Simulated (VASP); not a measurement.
# C in VASP: a series of runs

The runs below take C through single point, with r2SCAN, PBE0.

All numbers are computed with VASP 6.6.1; they aren't measurements. Logs are shortened: lines on timing, memory, paths and dates and some standing lists are left out, and cuts for length are marked.

## (1) The cell of the first run

The cell holds a slab with vacuum, 4 atoms: a = 2.456 Å, b = 2.456 Å, c = 24.134 Å, α = 90.00°, β = 90.00°, γ = 120.00°.

## (2) Single point, r2SCAN

Contents of POSCAR:

```
C
1.0
    2.4562275060      0.0000000000      0.0000000000
   -1.2281137530      2.1271554177      0.0000000000
    0.0000000000      0.0000000000     24.1339601687
C
4
Direct
    0.6666666667      0.3333333333      0.5704754400
    0.3333333333      0.6666666667      0.4295245600
    0.0000000000      0.0000000000      0.4295312300
    0.0000000000      0.0000000000      0.5704687700
```

Contents of INCAR.step1:

```
SYSTEM = C
  PREC = Accurate
  ENCUT = 520
  ISMEAR = -1
  SIGMA = 0.05
  LREAL = .False.
  LASPH = .True.
  NELM = 100
  NBANDS = 16
  GGA = PE
  ALGO = Normal
  EDIFF = 1E-4
  LWAVE = .True.
  LCHARG = .False.
```

Contents of INCAR.step2:

```
SYSTEM = C
  PREC = Accurate
  ENCUT = 520
  EDIFF = 1E-7
  ISMEAR = -1
  SIGMA = 0.05
  LREAL = .False.
  LASPH = .True.
  NELM = 100
  ALGO = Normal
  ISIF = 2
  LWAVE = .False.
  LCHARG = .False.
  METAGGA = R2SCAN
  LMIXTAU = .True.
  NBANDS = 16
  ISTART = 1
```

Contents of KPOINTS:

```
Automatic mesh
0
Gamma
  12 12 2
  0 0 0
```

Potentials or basis: VASP PAW PBE potentials, release 64 (C).

Run with:

```console
$ cat potpaw_PBE.64/C/POTCAR > POTCAR
$ cp INCAR.step1 INCAR
$ mpirun -np 1 vasp_std > vasp.out
$ cp INCAR.step2 INCAR
$ mpirun -np 1 vasp_std > vasp.out
```

OUTCAR:

```text
SYSTEM = C
   PREC = Accurate
   ENCUT = 520
   EDIFF = 1E-7
   ISMEAR = -1
   LREAL = .False.
   LASPH = .True.
   NELM = 100
   ISIF = 2
   METAGGA = R2SCAN
   ISTART = 1

 ion  position               nearest neighbor table
   1  0.667  0.333  0.570-   4 1.42   4 1.42   4 1.42
   2  0.333  0.667  0.430-   3 1.42   3 1.42   3 1.42
   3  0.000  0.000  0.430-   2 1.42   2 1.42   2 1.42
   4  0.000  0.000  0.570-   1 1.42   1 1.42   1 1.42

  LATTYP: Found a hexagonal cell.
 ALAT       =     2.4562275060
 C/A-ratio  =     9.8256208392

  Lattice vectors:

 A1 = (   2.4562275060,   0.0000000000,   0.0000000000)
 A2 = (  -1.2281137530,   2.1271554177,   0.0000000000)
 A3 = (   0.0000000000,   0.0000000000,  24.1339601687)

Analysis of symmetry for initial positions (statically):
=====================================================================
 Subroutine PRICEL returns:
 Original cell was already a primitive cell.

 Routine SETGRP: Setting up the symmetry group for a
 hexagonal supercell.

 Subroutine GETGRP returns: Found 12 space group operations
 (whereof 12 operations were pure point group operations)
 out of a pool of 24 trial point group operations.

The static configuration has the point symmetry D_3d.

Analysis of symmetry for dynamics (positions and initial velocities):
=====================================================================
 Subroutine PRICEL returns:
 Original cell was already a primitive cell.

 Routine SETGRP: Setting up the symmetry group for a
 hexagonal supercell.

 Subroutine GETGRP returns: Found 12 space group operations
 (whereof 12 operations were pure point group operations)
 out of a pool of 24 trial point group operations.

The dynamic configuration has the point symmetry D_3d.

 Subroutine INISYM returns: Found 12 space group operations
 (whereof 12 operations are pure point group operations),
 and found     1 'primitive' translations

----------------------------------------------------------------------------------------

                                     Primitive cell

  volume of cell :     126.0946

  direct lattice vectors                    reciprocal lattice vectors
     2.456227506  0.000000000  0.000000000     0.407128410  0.235055697  0.000000000
    -1.228113753  2.127155418  0.000000000     0.000000000  0.470111395  0.000000000
     0.000000000  0.000000000 24.133960169     0.000000000  0.000000000  0.041435388

  length of vectors
     2.456227506  2.456227506 24.133960169     0.470111395  0.470111395  0.041435388

  position of ions in fractional coordinates (direct lattice)
     0.666666667  0.333333333  0.570475440
     0.333333333  0.666666667  0.429524560
     0.000000000  0.000000000  0.429531230
     0.000000000  0.000000000  0.570468770

  ion indices of the primitive-cell ions
   primitive index   ion index
                 1           1
                 2           2
                 3           3
                 4           4

----------------------------------------------------------------------------------------

 KPOINTS: Automatic mesh

Automatic generation of k-mesh.
 Grid dimensions read from file:
 generate k-points for:   12   12    2

 Generating k-lattice:

  Cartesian coordinates                     Fractional coordinates (reciprocal lattice)
     0.033927368  0.019587975  0.000000000     0.083333333  0.000000000  0.000000000
     0.000000000  0.039175950  0.000000000     0.000000000  0.083333333  0.000000000
     0.000000000  0.000000000  0.020717694     0.000000000  0.000000000  0.500000000

  Length of vectors
     0.039175950  0.039175950  0.020717694

  Shift w.r.t. Gamma in fractional coordinates (k-lattice)
     0.000000000  0.000000000  0.000000000

 Subroutine IBZKPT returns following result:
 ===========================================

 Found     38 irreducible k-points:

 Following reciprocal coordinates:
            Coordinates               Weight
  0.000000  0.000000  0.000000      1.000000
  0.083333  0.000000  0.000000      6.000000
  0.166667 -0.000000  0.000000      6.000000
  0.250000 -0.000000  0.000000      6.000000
  0.333333 -0.000000  0.000000      6.000000
  0.416667  0.000000  0.000000      6.000000
[... 16 lines left out ...]
  0.250000 -0.000000  0.500000      6.000000
  0.333333 -0.000000  0.500000      6.000000
 [... further k-points ...]
   k-points           NKPTS =     38   k-points in BZ     NKDIM =     38   number of bands    NBANDS=     16
   number of dos      NEDOS =    301   number of ions     NIONS =      4
   total plane-waves  NPLWV =  58320
   dimension x,y,z NGX =    18 NGY =   18 NGZ =  180
   dimension x,y,z NGXF=    36 NGYF=   36 NGZF=  360
   ions per type =               4
   NGX,Y,Z   is equivalent  to a cutoff of  12.18, 12.18, 12.40 a.u.
   NGXF,Y,Z  is equivalent  to a cutoff of  24.37, 24.37, 24.80 a.u.
 SYSTEM =  C
   PREC   = accura    normal or accurate (medium, high low for compatibility)
   ISTART =      1    job   : 0-new  1-cont  2-samecut
   ICHARG =      0    charge: 1-file 2-atom 10-const
   ISPIN  =      1    spin polarized calculation?
   LNONCOLLINEAR =      F non collinear calculations
   LSORBIT =      F    spin-orbit coupling
   LASPH  =      T    aspherical Exc in radial PAW
   ENCUT  =  520.0 eV  38.22 Ry    6.18 a.u.   4.57  4.57 44.87*2*pi/ulx,y,z
   NELM   =    100;   NELMIN=  2; NELMDL=  0     # of ELM steps
   EDIFF  = 0.1E-06   stopping-criterion for ELM
   LREAL  =      F    real-space projection
   EDIFFG = 0.1E-05   stopping-criterion for IOM
   NSW    =      0    number of steps for IOM
   IBRION =     -1    ionic relax: 0-MD 1-quasi-New 2-CG
   NFREE  =      0    steps in history (QN), initial steepest desc. (CG)
   ISIF   =      2    stress and relaxation
   ISYM   =      2    0-nonsym 1-usesym 2-fastsym
   POTIM  = 0.5000    time-step for ionic-motion
   TEBEG  =    0.0;   TEEND  =   0.0 temperature during run
   PSTRESS=    0.0 pullay stress
   NELECT =      16.0000    total number of electrons
   NUPDOWN=      -1.0000    fix difference up-down
   EMIN   =  10.00;   EMAX   =-10.00  energy-range for DOS
   EFERMI =   0.00;   METHOD = LEGACY
   ISMEAR =    -1;   SIGMA  =   0.05  broadening in eV -4-tet -1-fermi 0-gaus
   EFERMI_NEDOS =   21; number of points for ismear=-14 and -15
   IALGO  =     38    algorithm
   IMIX   =      4    mixing-type and parameters
     AMIX     =   0.40;   BMIX     =  1.00
     AMIX_MAG =   1.60;   BMIX_MAG =  1.00
  volume/ion in A,a.u.               =      31.52       212.73
  Fermi-wavevector in a.u.,A,eV,Ry     =   0.822652  1.554586  9.207823  0.676756
  Thomas-Fermi vector in A             =   1.934024
   LORBIT       =      0    0 simple, 1 ext, 2 COOP (PROOUT), +10 PAW based schemes
   METAGGA = R2SCAN    functional components
   LHFCALC =     F    Hartree Fock is set to
   AEXX    =    0.0000 exact exchange contribution
   IVDW    =     0    specifies the selected vdW correction
   LEPSILON=     F    determine dielectric tensor
   LRPA    =     F    only Hartree local field effects (RPA)
 non-spin polarized calculation
  energy-cutoff  :      520.00
  volume of cell :      126.09
 maximum number of plane-waves:      3452
   NGX =  9   NGY =  9   NGZ = 89

 number of electron      15.9999997 magnetization

 Free energy of the ion-electron system (eV)
  ---------------------------------------------------
  ext. energy  EPLUGINS =         0.00000000
  ---------------------------------------------------
  free energy    TOTEN  =       -39.71165979 eV

  energy without entropy =      -39.70970369  energy(sigma->0) =      -39.71068174

 E-fermi :  -1.7949     XC(G=0):  -3.3486

 val. band max:       -1.7949908498   @ k =   0.3333   0.3333   0.5000
 cond. band min:      -1.4517443967   @ k =   0.3333   0.3333   0.0000
 fundamental gap:      0.3432464532
 Fermi energy:        -1.7949062679

 k-point     1 :       0.0000    0.0000    0.0000
  band No.  band energies     occupation
      1     -22.7061      2.00000
      2     -22.5728      2.00000
      3     -10.3740      2.00000
      4      -9.4425      2.00000
      5      -5.0123      2.00000
      6      -5.0123      2.00000
[... 8 lines left out ...]
     15       5.3080      0.00000
     16       6.9211      0.00000

 k-point     2 :       0.0833    0.0000    0.0000
  band No.  band energies     occupation
      1     -22.5309      2.00000
      2     -22.3989      2.00000
      3     -10.1634      2.00000
      4      -9.2374      2.00000
      5      -5.7207      2.00000
      6      -5.7054      2.00000
[... 8 lines left out ...]
     15       5.5294      0.00000
     16       6.9948      0.00000

 k-point     3 :       0.1667   -0.0000    0.0000
  band No.  band energies     occupation
      1     -22.0074      2.00000
      2     -21.8793      2.00000
      3      -9.5364      2.00000
      4      -8.6279      2.00000
      5      -7.4934      2.00000
      6      -7.4642      2.00000
[... 8 lines left out ...]
     15       6.2021      0.00000
     16       6.9420      0.00000

 k-point     4 :       0.2500   -0.0000    0.0000
  band No.  band energies     occupation
      1     -21.1418      2.00000
      2     -21.0202      2.00000
      3      -9.7523      2.00000
      4      -9.7074      2.00000
      5      -8.5108      2.00000
      6      -7.6361      2.00000
[... 8 lines left out ...]
     15       6.2102      0.00000
     16       6.6251      0.00000

 k-point     5 :       0.3333   -0.0000    0.0000
  band No.  band energies     occupation
      1     -19.9480      2.00000
      2     -19.8352      2.00000
      3     -12.1143      2.00000
      4     -12.0541      2.00000
      5      -7.9567      2.00000
      6      -7.9331      2.00000
[... 8 lines left out ...]
     15       6.4651      0.00000
     16       7.1213      0.00000

 k-point     6 :       0.4167    0.0000    0.0000
  band No.  band energies     occupation
      1     -18.4627      2.00000
      2     -18.3624      2.00000
      3     -14.3545      2.00000
      4     -14.2819      2.00000
      5      -8.4610      2.00000
      6      -8.4365      2.00000
[... 8 lines left out ...]
     15       8.4581      0.00000
     16       9.1620      0.00000
[... 267 lines left out ...]
 k-point    21 :       0.0833    0.0000    0.5000
  band No.  band energies     occupation
      1     -22.5309      2.00000
      2     -22.3989      2.00000
      3     -10.1634      2.00000
      4      -9.2374      2.00000
      5      -5.7207      2.00000
      6      -5.7054      2.00000
[... 8 lines left out ...]
     15       6.3602      0.00000
     16       6.7217      0.00000

 k-point    22 :       0.1667   -0.0000    0.5000
  band No.  band energies     occupation
      1     -22.0074      2.00000
      2     -21.8792      2.00000
      3      -9.5364      2.00000
      4      -8.6279      2.00000
      5      -7.4934      2.00000
      6      -7.4642      2.00000
[... 8 lines left out ...]
     15       6.8991      0.00000
     16       6.9371      0.00000

 k-point    23 :       0.2500   -0.0000    0.5000
  band No.  band energies     occupation
      1     -21.1418      2.00000
      2     -21.0202      2.00000
      3      -9.7523      2.00000
      4      -9.7073      2.00000
      5      -8.5108      2.00000
      6      -7.6361      2.00000
[... 8 lines left out ...]
     15       6.3302      0.00000
     16       6.5103      0.00000

 k-point    24 :       0.3333   -0.0000    0.5000
  band No.  band energies     occupation
      1     -19.9480      2.00000
      2     -19.8352      2.00000
      3     -12.1143      2.00000
      4     -12.0541      2.00000
      5      -7.9567      2.00000
      6      -7.9331      2.00000
[... 8 lines left out ...]
     15       6.5233      0.00000
     16       6.8850      0.00000

 [... further k-points ...]
[... 5 lines left out ...]
  --------------------------------------------------------------------------------------
  -------------------------------------------------------------------------------------
  Total        0.1945755      0.1945755      0.0581392      0.0000000      0.0000000      0.0000000
  in kB        2.4723062      2.4723062      0.7387264      0.0000000      0.0000000      0.0000000
  external PRESSURE =       1.8944463 kB  Pullay stress =       0.0000000 kB

 VOLUME and BASIS-vectors are now :
 -----------------------------------------------------------------------------
  energy-cutoff  :      520.00
  volume of cell :      126.09
      direct lattice vectors                 reciprocal lattice vectors
     2.456227506  0.000000000  0.000000000     0.407128410  0.235055697  0.000000000
    -1.228113753  2.127155418  0.000000000     0.000000000  0.470111395  0.000000000
     0.000000000  0.000000000 24.133960169     0.000000000  0.000000000  0.041435388

 POSITION                                       TOTAL-FORCE (eV/Angst)
 -----------------------------------------------------------------------------------
      1.22811      0.70905     13.76783         0.000000     -0.000000      0.018203
     -0.00000      1.41810     10.36613        -0.000000      0.000000     -0.018203
      0.00000      0.00000     10.36629        -0.000000      0.000000     -0.006442
      0.00000      0.00000     13.76767        -0.000000      0.000000      0.006442
 -----------------------------------------------------------------------------------
    total drift:                               -0.000000      0.000000      0.000000

  FREE ENERGIE OF THE ION-ELECTRON SYSTEM (eV)
  ---------------------------------------------------
  free  energy   TOTEN  =       -39.7116597878 eV

  energy  without entropy=      -39.7097036873  energy(sigma->0) =      -39.71068174
```

Wall time 10 min (1 thread of Intel Xeon Platinum 8488C (Sapphire Rapids), shared host); peak memory 0.25 GiB.

What came out:

```
Free energy            : -39.7117 eV
Largest force          : 0.018 eV/Å
Band gap on the k mesh : zero (filled and empty bands touch)
```

Forces in eV/Å, atoms in the order of the input:
```
C    0.000  0.000  0.018
C    0.000  0.000 -0.018
C    0.000  0.000 -0.006
C    0.000  0.000  0.006
```

Levels at points of the mesh, in eV from the Fermi level:
```
           k point  band 4  band 5  band 6  band 7  band 8  band 9  band 10  band 11  band 12  band 13
(0.00, 0.00, 0.00)   -7.65   -3.22   -3.22   -3.21   -3.21    3.77     4.15     4.51     5.25     5.65
(0.50, 0.00, 0.00)  -14.06   -6.84   -6.81   -2.72   -2.37    1.66     2.02     7.68     7.87    11.74
(0.00, 0.00, 0.50)   -7.65   -3.22   -3.22   -3.21   -3.21    3.77     4.11     4.63     5.01     6.08
(0.50, 0.00, 0.50)  -14.06   -6.84   -6.81   -2.72   -2.37    1.66     2.02     7.68     7.87    11.74
```

Caveat: the PAW data sets were made with another functional, which shifts forces and pressure a little.

## (3) Single point, PBE0

POSCAR is that of step 2.

Contents of INCAR.step1:

```
PREC = Accurate ; ENCUT = 520
EDIFF = 1E-5 ; ISMEAR = 0
SIGMA = 0.05 ; LREAL = False
LASPH = True ; NELM = 120
ALGO = Normal ; ISIF = 2
LWAVE = True ; NBANDS = 16
GGA = PE ; GGA_COMPAT = False
```

Contents of INCAR.step2:

```
PREC = Accurate ; ENCUT = 520
EDIFF = 1E-6 ; ISMEAR = 0
SIGMA = 0.05 ; LREAL = False
LASPH = True ; NELM = 120
ALGO = Normal ; ISIF = 2
LWAVE = False ; LCHARG = True
GGA = PE ; LHFCALC = True
AEXX = 0.25 ; PRECFOCK = Normal
LELF = True ; LVHAR = True
NBANDS = 16 ; ISTART = 1
GGA_COMPAT = False
```

Contents of KPOINTS:

```
regular mesh
0
Gamma
  6 6 1
```

Potentials or basis: VASP PAW PBE potentials, release 64 (C).

Run with:

```console
$ cat potpaw_PBE.64/C/POTCAR > POTCAR
$ cp INCAR.step1 INCAR
$ mpirun -np 1 vasp_std > vasp.out
$ cp INCAR.step2 INCAR
$ mpirun -np 1 vasp_std > vasp.out
```

Run time: 27 min. Hardware: 1 thread of Intel Xeon 8259CL, shared host; peak memory 0.24 GiB.

It converged, with:

| Quantity | Value |
| --- | --- |
| Free energy | -44.3811 eV |
| Largest force | 0.053 eV/Å |

Forces in eV/Å, atoms in the order of the input:
```
C    0.000  0.000  0.053
C    0.000  0.000 -0.053
C    0.000  0.000  0.025
C    0.000  0.000 -0.025
```

Caveat: the k points lie up to 0.49 Å⁻¹ apart; the PAW data sets were made with another functional, which shifts forces and pressure a little.
